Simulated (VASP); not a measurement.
WS2, 3 atoms in the cell. Symmetry: R3m, No. 160, trigonal system. The conventional cell has a = 3.158 Å, b = 3.158 Å, c = 18.490 Å, α = 90.00°, β = 90.00°, γ = 120.00°. W (site symmetry 3m) has 6 S at 2.39 to 2.42 Å and 6 W at 3.16 Å within 3.2 Å. Within 3.2 Å of S (site symmetry 3m) lie 3 W at 2.39 Å and 7 S at 3.13 to 3.16 Å. S (site symmetry 3m) has 3 W at 2.42 Å and 7 S at 3.13 to 3.16 Å within 3.2 Å. 

| Item | Value |
| --- | --- |
| Program | VASP 6.6.1 |
| Task | relaxation of cell and atoms |
| Functional | PBE |
| Potentials or basis | VASP PAW PBE potentials, release 64 (W_sv, S) |
| Cutoff | 600 eV |
| k mesh | 6 × 6 × 6 |
| Occupations | gaussian, width 0.1 eV |
| Spin | no spin polarisation |
| Dipole correction | no |
| Further INCAR settings | ALGO = Normal; EDIFF = 1e-06; IBRION = 2; EDIFFG = -0.05; NSW = 100; ISIF = 3 |

Potentials or basis: VASP PAW PBE potentials, release 64 (W_sv, S).

Command:

```bash
$ cat potpaw_PBE.64/W_sv/POTCAR potpaw_PBE.64/S/POTCAR > POTCAR
$ mpirun -np 1 vasp_std > vasp.out
```

Hardware: 1 thread of AMD EPYC 9R14 (Zen 4), with other jobs on the host.

Problem. Estimate the wall time of this run.

Solution. It took 18 min on 1 thread of AMD EPYC 9R14 (Zen 4) (shared host), peak memory 0.41 GiB. Counts: scf iterations 167, k points 32, ion steps 20.
